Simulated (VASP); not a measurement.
# Pb in VASP: notebook, part 2 of 2

VASP 6.6.1. Earlier steps stand in the parts before.

### Step 4. Single point, HSE06

This run uses another cell than the first one, of 39.05 Å³/atom.

Input file POSCAR:

```
Pb
1.0
    0.0000000000      3.3925213842      3.3925213842
    3.3925213842      0.0000000000      3.3925213842
    3.3925213842      3.3925213842      0.0000000000
Pb
2
Direct
    0.2500000000      0.2500000000      0.2500000000
    0.0000000000      0.0000000000      0.0000000000
```

Input file INCAR.step1:

```
PREC     = Accurate       # precision mode
ENCUT    = 520            # plane-wave cutoff, eV
EDIFF    = 1E-5           # SCF threshold, eV
ISMEAR   = -1             # smearing method
SIGMA    = 0.05           # smearing width, eV
LREAL    = F              # projectors in reciprocal space
LASPH    = T              # aspherical terms in the spheres
NELM     = 60             # most SCF steps
ALGO     = Normal         # electronic algorithm
ISIF     = 2              # what is computed and relaxed
LWAVE    = T              # write WAVECAR
LCHARG   = F              # write CHGCAR
NBANDS   = 21             # bands
GGA      = PE             # functional
```

Input file INCAR.step2:

```
PREC     = Accurate       # precision mode
ENCUT    = 520            # plane-wave cutoff, eV
EDIFF    = 1E-7           # SCF threshold, eV
ISMEAR   = -1             # smearing method
SIGMA    = 0.05           # smearing width, eV
LREAL    = F              # projectors in reciprocal space
LASPH    = T              # aspherical terms in the spheres
NELM     = 60             # most SCF steps
ALGO     = Normal         # electronic algorithm
ISIF     = 2              # what is computed and relaxed
LWAVE    = F              # write WAVECAR
LCHARG   = F              # write CHGCAR
GGA      = PE             # functional
LHFCALC  = T              # exact exchange
HFSCREEN = 0.2079         # screening, 1/A
PRECFOCK = Normal       
NBANDS   = 21             # bands
ISTART   = 1
```

Input file KPOINTS:

```
regular mesh
0
Gamma
  4 4 4
```

Potentials or basis: VASP PAW PBE potentials, release 64 (Pb_d).

Launch:

```bash
cat potpaw_PBE.64/Pb_d/POTCAR > POTCAR
cp INCAR.step1 INCAR
mpirun -np 1 vasp_std > vasp.out
cp INCAR.step2 INCAR
mpirun -np 1 vasp_std > vasp.out
```

OUTCAR:

```text
PREC = Accurate
   ENCUT = 520
   EDIFF = 1E-7
   ISMEAR = -1
   LREAL = F
   LASPH = T
   NELM = 60
   ISIF = 2
   GGA = PE
   LHFCALC = T
   HFSCREEN = 0.2079
   PRECFOCK = Normal
   ISTART = 1

 ion  position               nearest neighbor table
   1  0.250  0.250  0.250-   2 2.94   2 2.94   2 2.94   2 2.94
   2  0.000  0.000  0.000-   1 2.94   1 2.94   1 2.94   1 2.94

  LATTYP: Found a face centered cubic cell.
 ALAT       =     6.7850427684

  Lattice vectors:

 A1 = (   0.0000000000,   3.3925213842,   3.3925213842)
 A2 = (   3.3925213842,   0.0000000000,   3.3925213842)
 A3 = (   3.3925213842,   3.3925213842,   0.0000000000)

Analysis of symmetry for initial positions (statically):
=====================================================================
 Subroutine PRICEL returns:
 Original cell was already a primitive cell.

 Routine SETGRP: Setting up the symmetry group for a
 face centered cubic supercell.
[... 152 lines left out ...]
  ---------------------------------------------------
  ext. energy  EPLUGINS =         0.00000000
  ---------------------------------------------------
  free energy    TOTEN  =        -7.46517639 eV

  energy without entropy =       -7.44483687  energy(sigma->0) =       -7.45500663

 E-fermi :   4.2167     XC(G=0):  -7.1859

 val. band max:        4.1582097796   @ k =   0.2500   0.0000   0.0000
 cond. band min:       4.2789134593   @ k =   0.2500   0.0000   0.0000
 fundamental gap:      0.1207036796
 Fermi energy:         4.2167143994

 k-point     1 :       0.0000    0.0000    0.0000
  band No.  band energies     occupation
      1     -14.5451      2.00000
      2     -14.5451      2.00000
      3     -14.5451      2.00000
      4     -14.4601      2.00000
      5     -14.4601      2.00000
      6     -13.9624      2.00000
[... 181 lines left out ...]
     20      14.2483      0.00000
     21      15.2139      0.00000

------------------------ aborting loop because EDIFF is reached ----------------------------------------

  FORCE on cell =-STRESS in cart. coord.  units (eV):
  Direction    XX          YY          ZZ          XY          YZ          ZX
  --------------------------------------------------------------------------------------
  -------------------------------------------------------------------------------------
  Total        1.4905784      1.4905784      1.4905784     -0.0000000     -0.0000000     -0.0000000
  in kB       30.5821222     30.5821222     30.5821222     -0.0000000     -0.0000000     -0.0000000
  external PRESSURE =      30.5821222 kB  Pullay stress =       0.0000000 kB

 VOLUME and BASIS-vectors are now :
 -----------------------------------------------------------------------------
  energy-cutoff  :      520.00
  volume of cell :       78.09
      direct lattice vectors                 reciprocal lattice vectors
     0.000000000  3.392521384  3.392521384    -0.147383006  0.147383006  0.147383006
     3.392521384  0.000000000  3.392521384     0.147383006 -0.147383006  0.147383006
     3.392521384  3.392521384  0.000000000     0.147383006  0.147383006 -0.147383006

 POSITION                                       TOTAL-FORCE (eV/Angst)
 -----------------------------------------------------------------------------------
      1.69626      1.69626      1.69626         0.000000     -0.000000      0.000000
      0.00000      0.00000      0.00000        -0.000000      0.000000     -0.000000
 -----------------------------------------------------------------------------------
    total drift:                                0.000000      0.000000      0.000000

  FREE ENERGIE OF THE ION-ELECTRON SYSTEM (eV)
  ---------------------------------------------------
  free  energy   TOTEN  =        -7.4651763892 eV

  energy  without entropy=       -7.4448368671  energy(sigma->0) =       -7.45500663
```

OSZICAR.step1:

```text
N       E                     dE             d eps       ncg     rms          rms(c)
DAV:   1     0.294476267871E+03    0.29448E+03   -0.13432E+04   336   0.143E+03
DAV:   2     0.155035636304E+02   -0.27897E+03   -0.27425E+03   336   0.398E+02
DAV:   3    -0.556159535880E+01   -0.21065E+02   -0.20929E+02   414   0.138E+02
DAV:   4    -0.632668791914E+01   -0.76509E+00   -0.76300E+00   401   0.311E+01
DAV:   5    -0.637126701931E+01   -0.44579E-01   -0.44577E-01   515   0.662E+00    0.156E+00
DAV:   6    -0.634668312339E+01    0.24584E-01   -0.26849E-02   470   0.232E+00    0.890E-01
DAV:   7    -0.633749197461E+01    0.91911E-02   -0.27291E-02   475   0.210E+00    0.158E-01
DAV:   8    -0.633875173553E+01   -0.12598E-02   -0.41845E-03   410   0.678E-01    0.419E-02
DAV:   9    -0.633904186903E+01   -0.29013E-03   -0.36004E-04   416   0.164E-01    0.107E-02
DAV:  10    -0.633905887895E+01   -0.17010E-04   -0.22172E-05   347   0.276E-02    0.540E-03
DAV:  11    -0.633906346855E+01   -0.45896E-05   -0.64359E-06   314   0.137E-02
   1 F= -.63390635E+01 E0= -.63280196E+01  d E =-.220878E-01
```

Wall time 42 min (1 thread of AMD EPYC 7R43 (Zen 3), shared host); peak memory 0.29 GiB.

What came out:

| Quantity | Value |
| --- | --- |
| Free energy | -7.4652 eV |
| Pressure | 3.1 GPa |
| Band gap on the k mesh | zero (bands 14 and 15 overlap by 1.22 eV) |

Caveat: the k points lie up to 0.40 Å⁻¹ apart, too coarse for converged energies and pressures of a metal; the PAW data sets were made with another functional, which shifts forces and pressure a little; spin-orbit coupling is left out, which moves the levels of the heavy elements.

### Step 5. Single point, HSE06

This run uses another cell than the first one, of 39.86 Å³/atom.

Input file POSCAR:

```
Pb
1.0
    0.0000000000      3.4159188228      3.4159188228
    3.4159188228      0.0000000000      3.4159188228
    3.4159188228      3.4159188228      0.0000000000
Pb
2
Direct
    0.2500000000      0.2500000000      0.2500000000
    0.0000000000      0.0000000000      0.0000000000
```

Input file INCAR.step1:

```
SYSTEM = Pb
ALGO     = Normal         ! electronic algorithm
EDIFF    = 1E-5           ! SCF threshold, eV
ENCUT    = 520            ! plane-wave cutoff, eV
GGA      = PE             ! functional
ISIF     = 2              ! what is computed and relaxed
ISMEAR   = -1             ! smearing method
LASPH    = .TRUE.         ! aspherical terms in the spheres
LCHARG   = .FALSE.        ! write CHGCAR
LREAL    = .FALSE.        ! projectors in reciprocal space
LWAVE    = .TRUE.         ! write WAVECAR
NBANDS   = 21             ! bands
NELM     = 100            ! most SCF steps
PREC     = Accurate       ! precision mode
SIGMA    = 0.05           ! smearing width, eV
```

Input file INCAR.step2:

```
SYSTEM = Pb
ALGO     = Normal         ! electronic algorithm
EDIFF    = 1E-6           ! SCF threshold, eV
ENCUT    = 520            ! plane-wave cutoff, eV
GGA      = PE             ! functional
HFSCREEN = 0.2079         ! screening, 1/A
ISIF     = 2              ! what is computed and relaxed
ISMEAR   = -1             ! smearing method
ISTART   = 1            
LASPH    = .TRUE.         ! aspherical terms in the spheres
LCHARG   = .FALSE.        ! write CHGCAR
LHFCALC  = .TRUE.         ! exact exchange
LREAL    = .FALSE.        ! projectors in reciprocal space
LWAVE    = .FALSE.        ! write WAVECAR
NBANDS   = 21             ! bands
NELM     = 100            ! most SCF steps
PREC     = Accurate       ! precision mode
PRECFOCK = Normal       
SIGMA    = 0.05           ! smearing width, eV
```

Input file KPOINTS:

```
k-points
0
G
  4 4 4
  0 0 0
```

Launch:

```bash
cat potpaw_PBE.64/Pb_d/POTCAR > POTCAR
cp INCAR.step1 INCAR
mpirun -np 1 vasp_std > vasp.out
cp INCAR.step2 INCAR
mpirun -np 1 vasp_std > vasp.out
```

Run time: 35 min. Hardware: 1 thread of Intel Xeon Platinum 8259CL at 2.50GHz (Skylake/Cascade Lake), shared host; peak memory 0.32 GiB.

It converged, with:

```yaml
Free_energy: -7.4930 eV
Pressure: 2.3 GPa
Band_gap_on_the_k_mesh: zero (bands 14 and 15 overlap by 1.24 eV)
```

Levels at points of the mesh, in eV from the Fermi level:
```tsv
k point	band 10	band 11	band 12	band 13	band 14	band 15	band 16	band 17	band 18	band 19
(0.00, 0.00, 0.00)	-18.13	-12.07	-3.41	0.76	0.76	0.76	3.16	3.16	3.16	4.94
(0.50, 0.00, 0.00)	-18.07	-10.51	-7.43	-0.56	-0.56	-0.48	4.35	4.35	6.28	8.61
(0.50, 0.50, 0.00)	-18.04	-9.00	-9.00	-1.95	-1.95	1.47	1.47	8.47	8.47	9.39
```

Caveat: the k points lie up to 0.40 Å⁻¹ apart, too coarse for converged energies and pressures of a metal; the PAW data sets were made with another functional, which shifts forces and pressure a little; spin-orbit coupling is left out, which moves the levels of the heavy elements.

### Step 6. The runs side by side

| level | cell | k mesh | cutoff (eV) | smearing | tolerance level | purpose | dipole correction | grid for exact exchange (PRECFOCK) | share of exact exchange | gap on the mesh (eV) | pressure (GPa) |
| --- | --- | --- | --- | --- | --- | --- | --- | --- | --- | --- | --- |
| PBE | a = 4.900, b = 4.900, c = 4.863 Å, angles 60.2, 60.2, 59.5°, 2 atoms, atomic positions A | 13 × 13 × 13 | 620 | fermi-dirac 0.02 eV | standard | forces | - | - | - | none | 1.9 |
| r2SCAN | a = 4.798 Å, angles 60.0°, 2 atoms, atomic positions B | 7 × 7 × 7 | 550 | fermi-dirac 0.05 eV | - | - | no | - | - | none | 2.6 |
| HSE06 | a = 4.798 Å, angles 60.0°, 2 atoms, atomic positions B | 4 × 4 × 4 | 520 | fermi-dirac 0.05 eV | - | - | no | Normal | 0.25 | none | 3.1 |
| HSE06 | a = 4.831 Å, angles 60.0°, 2 atoms, atomic positions B | 4 × 4 × 4 | 520 | fermi-dirac 0.05 eV | - | - | no | Normal | 0.25 | none | 2.3 |

Alike in all rows: task single point; potentials or basis VASP PAW PBE potentials, release 64 (Pb_d); no spin polarisation.

Caveats: some runs use coarse meshes; spin-orbit coupling is left out, which moves the levels of the heavy elements; the PAW data sets were made with another functional, which shifts forces and pressure a little (at least some runs).

Absolute energies hang on the potentials; compare differences alone.
